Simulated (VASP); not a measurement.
# ZnS (F-43m) in VASP: single point with r2SCAN

Aim: the single point of ZnS with r2SCAN.

Program: VASP 6.6.1. These are calculated values, not measurements. Logs are shortened: lines on timing, memory, paths and dates and some standing lists are left out, and cuts for length are marked.

**Experimental background.**

“Electronic, vibrational, and thermodynamic properties of ZnS (zincblende and rocksalt structure)”, 2009, arxiv:0911.5022 quotes, for a bulk crystal of ZnS at 19 K: band gap 3.85 eV (direct).

The results are compared with them further down.

## Step 1: The cell of the first run

Symmetry: F-43m, No. 216, cubic system. Conventional cell: a = 5.454 Å, b = 5.454 Å, c = 5.454 Å, α = 90.00°, β = 90.00°, γ = 90.00°. Within 3.1 Å of Zn (site symmetry -43m) lie 4 S at 2.36 Å. Within 3.1 Å of S (site symmetry -43m) lie 4 Zn at 2.36 Å.

## Step 2: Single point, r2SCAN

POSCAR

```
ZnS
1.0
    0.0000000000      2.7271776100      2.7271776100
    2.7271776100      0.0000000000      2.7271776100
    2.7271776100      2.7271776100      0.0000000000
Zn S
1 1
Direct
    0.0000000000      0.0000000000      0.0000000000
    0.2500000000      0.2500000000      0.2500000000
```

INCAR.step1

```
SYSTEM = ZnS
PREC = Accurate ; ENCUT = 520
ISMEAR = -1 ; SIGMA = 0.1
LREAL = .False. ; LASPH = .True.
NELM = 80 ; NBANDS = 16
GGA = PE ; ALGO = Normal
EDIFF = 1E-4 ; LWAVE = .True.
LCHARG = .False.
```

INCAR.step2

```
SYSTEM = ZnS
PREC = Accurate ; ENCUT = 520
EDIFF = 1E-6 ; ISMEAR = -1
SIGMA = 0.1 ; LREAL = .False.
LASPH = .True. ; NELM = 80
ALGO = Normal ; ISIF = 2
LWAVE = .False. ; LCHARG = .False.
METAGGA = R2SCAN ; LMIXTAU = .True.
NBANDS = 16 ; ISTART = 1
```

KPOINTS

```
Automatic mesh
0
Gamma
  8 8 8
  0 0 0
```

Potentials or basis: VASP PAW PBE potentials, release 64 (Zn, S).

On the command line:

```
$ cat potpaw_PBE.64/Zn/POTCAR potpaw_PBE.64/S/POTCAR > POTCAR
$ cp INCAR.step1 INCAR
$ mpirun -np 1 vasp_std > vasp.out
$ cp INCAR.step2 INCAR
$ mpirun -np 1 vasp_std > vasp.out
```

OUTCAR:

```text
SYSTEM = ZnS
   PREC = Accurate
   ENCUT = 520
   EDIFF = 1E-6
   ISMEAR = -1
   LREAL = .False.
   LASPH = .True.
   NELM = 80
   ISIF = 2
   METAGGA = R2SCAN
   ISTART = 1

 ion  position               nearest neighbor table
   1  0.000  0.000  0.000-   2 2.36   2 2.36   2 2.36   2 2.36
   2  0.250  0.250  0.250-   1 2.36   1 2.36   1 2.36   1 2.36

  LATTYP: Found a face centered cubic cell.
 ALAT       =     5.4543552200

  Lattice vectors:

 A1 = (   0.0000000000,   2.7271776100,   2.7271776100)
 A2 = (   2.7271776100,   0.0000000000,   2.7271776100)
 A3 = (   2.7271776100,   2.7271776100,   0.0000000000)

Analysis of symmetry for initial positions (statically):
=====================================================================
 Subroutine PRICEL returns:
 Original cell was already a primitive cell.

 Routine SETGRP: Setting up the symmetry group for a
 face centered cubic supercell.

 Subroutine GETGRP returns: Found 24 space group operations
 (whereof 24 operations were pure point group operations)
 out of a pool of 48 trial point group operations.

The static configuration has the point symmetry T_d .

Analysis of symmetry for dynamics (positions and initial velocities):
=====================================================================
 Subroutine PRICEL returns:
 Original cell was already a primitive cell.

 Routine SETGRP: Setting up the symmetry group for a
 face centered cubic supercell.

 Subroutine GETGRP returns: Found 24 space group operations
 (whereof 24 operations were pure point group operations)
 out of a pool of 48 trial point group operations.

The dynamic configuration has the point symmetry T_d .

 Subroutine INISYM returns: Found 24 space group operations
 (whereof 24 operations are pure point group operations),
 and found     1 'primitive' translations

----------------------------------------------------------------------------------------

                                     Primitive cell

  volume of cell :      40.5668

  direct lattice vectors                    reciprocal lattice vectors
     0.000000000  2.727177610  2.727177610    -0.183339728  0.183339728  0.183339728
     2.727177610  0.000000000  2.727177610     0.183339728 -0.183339728  0.183339728
     2.727177610  2.727177610  0.000000000     0.183339728  0.183339728 -0.183339728

  length of vectors
     3.856811563  3.856811563  3.856811563     0.317553723  0.317553723  0.317553723

  position of ions in fractional coordinates (direct lattice)
     0.000000000  0.000000000  0.000000000
     0.250000000  0.250000000  0.250000000

  ion indices of the primitive-cell ions
   primitive index   ion index
                 1           1
                 2           2

----------------------------------------------------------------------------------------

 KPOINTS: Automatic mesh

Automatic generation of k-mesh.
 Grid dimensions read from file:
 generate k-points for:    8    8    8

 Generating k-lattice:

  Cartesian coordinates                     Fractional coordinates (reciprocal lattice)
    -0.022917466  0.022917466  0.022917466     0.125000000  0.000000000  0.000000000
     0.022917466 -0.022917466  0.022917466     0.000000000  0.125000000  0.000000000
     0.022917466  0.022917466 -0.022917466     0.000000000  0.000000000  0.125000000

  Length of vectors
     0.039694215  0.039694215  0.039694215

  Shift w.r.t. Gamma in fractional coordinates (k-lattice)
     0.000000000  0.000000000  0.000000000

 Subroutine IBZKPT returns following result:
 ===========================================

 Found     29 irreducible k-points:

 Following reciprocal coordinates:
            Coordinates               Weight
  0.000000  0.000000  0.000000      1.000000
  0.125000  0.000000  0.000000      8.000000
  0.250000  0.000000  0.000000      8.000000
  0.375000  0.000000  0.000000      8.000000
  0.500000  0.000000  0.000000      4.000000
  0.125000  0.125000  0.000000      6.000000
[... 16 lines left out ...]
  0.500000  0.250000  0.125000     48.000000
 -0.375000  0.250000  0.125000     24.000000
 [... further k-points ...]
   k-points           NKPTS =     29   k-points in BZ     NKDIM =     29   number of bands    NBANDS=     16
   number of dos      NEDOS =    301   number of ions     NIONS =      2
   total plane-waves  NPLWV =  27000
   dimension x,y,z NGX =    30 NGY =   30 NGZ =   30
   dimension x,y,z NGXF=    60 NGYF=   60 NGZF=   60
   ions per type =               1   1
   NGX,Y,Z   is equivalent  to a cutoff of  12.93, 12.93, 12.93 a.u.
   NGXF,Y,Z  is equivalent  to a cutoff of  25.86, 25.86, 25.86 a.u.
 SYSTEM =  ZnS
   PREC   = accura    normal or accurate (medium, high low for compatibility)
   ISTART =      1    job   : 0-new  1-cont  2-samecut
   ICHARG =      0    charge: 1-file 2-atom 10-const
   ISPIN  =      1    spin polarized calculation?
   LNONCOLLINEAR =      F non collinear calculations
   LSORBIT =      F    spin-orbit coupling
   LASPH  =      T    aspherical Exc in radial PAW
   ENCUT  =  520.0 eV  38.22 Ry    6.18 a.u.   7.17  7.17  7.17*2*pi/ulx,y,z
   NELM   =     80;   NELMIN=  2; NELMDL=  0     # of ELM steps
   EDIFF  = 0.1E-05   stopping-criterion for ELM
   LREAL  =      F    real-space projection
   EDIFFG = 0.1E-04   stopping-criterion for IOM
   NSW    =      0    number of steps for IOM
   IBRION =     -1    ionic relax: 0-MD 1-quasi-New 2-CG
   NFREE  =      0    steps in history (QN), initial steepest desc. (CG)
   ISIF   =      2    stress and relaxation
   ISYM   =      2    0-nonsym 1-usesym 2-fastsym
   POTIM  = 0.5000    time-step for ionic-motion
   TEBEG  =    0.0;   TEEND  =   0.0 temperature during run
   PSTRESS=    0.0 pullay stress
   NELECT =      18.0000    total number of electrons
   NUPDOWN=      -1.0000    fix difference up-down
   EMIN   =  10.00;   EMAX   =-10.00  energy-range for DOS
   EFERMI =   0.00;   METHOD = LEGACY
   ISMEAR =    -1;   SIGMA  =   0.10  broadening in eV -4-tet -1-fermi 0-gaus
   EFERMI_NEDOS =   21; number of points for ismear=-14 and -15
   IALGO  =     38    algorithm
   IMIX   =      4    mixing-type and parameters
     AMIX     =   0.40;   BMIX     =  1.00
     AMIX_MAG =   1.60;   BMIX_MAG =  1.00
  volume/ion in A,a.u.               =      20.28       136.88
  Fermi-wavevector in a.u.,A,eV,Ry     =   1.248654  2.359615 21.213357  1.559138
  Thomas-Fermi vector in A             =   2.382731
   LORBIT       =      0    0 simple, 1 ext, 2 COOP (PROOUT), +10 PAW based schemes
   METAGGA = R2SCAN    functional components
   LHFCALC =     F    Hartree Fock is set to
   AEXX    =    0.0000 exact exchange contribution
   IVDW    =     0    specifies the selected vdW correction
   LEPSILON=     F    determine dielectric tensor
   LRPA    =     F    only Hartree local field effects (RPA)
 non-spin polarized calculation
  energy-cutoff  :      520.00
  volume of cell :       40.57
 maximum number of plane-waves:      1106
 NGX is ok and might be reduce to    30
   NGX = 15   NGY = 15   NGZ = 15

 number of electron      18.0000005 magnetization

 Free energy of the ion-electron system (eV)
  ---------------------------------------------------
  ext. energy  EPLUGINS =         0.00000000
  ---------------------------------------------------
  free energy    TOTEN  =       -18.85438730 eV

  energy without entropy =      -18.85438720  energy(sigma->0) =      -18.85438725

 E-fermi :   2.9567     XC(G=0): -10.1440

 val. band max:        1.5735983190   @ k =   0.0000   0.0000   0.0000
 cond. band min:       4.1190745140   @ k =   0.0000   0.0000   0.0000
 fundamental gap:      2.5454761949
 Fermi energy:         2.9567393101

 k-point     1 :       0.0000    0.0000    0.0000
  band No.  band energies     occupation
      1     -11.9047      2.00000
      2      -4.8186      2.00000
      3      -4.8186      2.00000
      4      -4.8186      2.00000
      5      -4.3087      2.00000
      6      -4.3087      2.00000
[... 8 lines left out ...]
     15      13.8457      0.00000
     16      13.9375      0.00000

 k-point     2 :       0.1250    0.0000    0.0000
  band No.  band energies     occupation
      1     -11.7911      2.00000
      2      -4.8125      2.00000
      3      -4.7978      2.00000
      4      -4.7978      2.00000
      5      -4.3101      2.00000
      6      -4.3101      2.00000
[... 8 lines left out ...]
     15      13.2449      0.00000
     16      14.7508      0.00000

 k-point     3 :       0.2500    0.0000    0.0000
  band No.  band energies     occupation
      1     -11.4955      2.00000
      2      -4.7524      2.00000
      3      -4.7515      2.00000
      4      -4.7515      2.00000
      5      -4.3071      2.00000
      6      -4.3071      2.00000
[... 8 lines left out ...]
     15      13.0524      0.00000
     16      14.2656      0.00000

 k-point     4 :       0.3750    0.0000    0.0000
  band No.  band energies     occupation
      1     -11.1626      2.00000
      2      -4.7135      2.00000
      3      -4.7134      2.00000
      4      -4.5215      2.00000
      5      -4.2921      2.00000
      6      -4.2921      2.00000
[... 8 lines left out ...]
     15      14.2022      0.00000
     16      14.2023      0.00000
[... 324 lines left out ...]
 k-point    22 :       0.3750    0.2500    0.1250
  band No.  band energies     occupation
      1     -11.2646      2.00000
      2      -4.7738      2.00000
      3      -4.6842      2.00000
      4      -4.6556      2.00000
      5      -4.3291      2.00000
      6      -4.2731      2.00000
[... 8 lines left out ...]
     15      14.9268      0.00000
     16      17.1869      0.00000

 k-point    23 :       0.5000    0.2500    0.1250
  band No.  band energies     occupation
      1     -10.9870      2.00000
      2      -4.6963      2.00000
      3      -4.6508      2.00000
      4      -4.4917      2.00000
      5      -4.2913      2.00000
      6      -4.2405      2.00000
[... 8 lines left out ...]
     15      15.9382      0.00000
     16      16.4966      0.00000

 k-point    24 :      -0.3750    0.2500    0.1250
  band No.  band energies     occupation
      1     -10.8634      2.00000
      2      -4.6823      2.00000
      3      -4.6309      2.00000
      4      -4.3579      2.00000
      5      -4.2974      2.00000
      6      -4.0572      2.00000
[... 8 lines left out ...]
     15      15.6136      0.00000
     16      16.4435      0.00000

 [... further k-points ...]
[... 5 lines left out ...]
  --------------------------------------------------------------------------------------
  -------------------------------------------------------------------------------------
  Total       -0.6609643     -0.6609643     -0.6609643      0.0000000      0.0000000      0.0000000
  in kB      -26.1046786    -26.1046786    -26.1046786      0.0000000      0.0000000      0.0000000
  external PRESSURE =     -26.1046786 kB  Pullay stress =       0.0000000 kB

 VOLUME and BASIS-vectors are now :
 -----------------------------------------------------------------------------
  energy-cutoff  :      520.00
  volume of cell :       40.57
      direct lattice vectors                 reciprocal lattice vectors
     0.000000000  2.727177610  2.727177610    -0.183339728  0.183339728  0.183339728
     2.727177610  0.000000000  2.727177610     0.183339728 -0.183339728  0.183339728
     2.727177610  2.727177610  0.000000000     0.183339728  0.183339728 -0.183339728

 POSITION                                       TOTAL-FORCE (eV/Angst)
 -----------------------------------------------------------------------------------
      0.00000      0.00000      0.00000         0.000000      0.000000     -0.000000
      1.36359      1.36359      1.36359        -0.000000     -0.000000      0.000000
 -----------------------------------------------------------------------------------
    total drift:                                0.000017      0.000017      0.000016

  FREE ENERGIE OF THE ION-ELECTRON SYSTEM (eV)
  ---------------------------------------------------
  free  energy   TOTEN  =       -18.8543872962 eV

  energy  without entropy=      -18.8543871953  energy(sigma->0) =      -18.85438725
```

It took 48 s on 1 thread of AMD EPYC 9R45 (Zen 5), shared host; peak memory 0.15 GiB.

What came out:

* Free energy: -18.8544 eV
* Pressure: -2.6 GPa
* Band gap on the k mesh: 2.55 eV, direct

Caveat: the PAW data sets were made with another functional, which shifts forces and pressure a little.

## Step 3: Comparison with measurements

Step 2. Measured gap of ZnS: 3.85 eV (direct; 19 K; quoted in “Electronic, vibrational, and thermodynamic properties of ZnS (zincblende and rocksalt structure)”, 2009, arxiv:0911.5022). This calculation gives 2.55 eV (-1.30 eV). The value is that of r2SCAN, without temperature or zero-point motion.
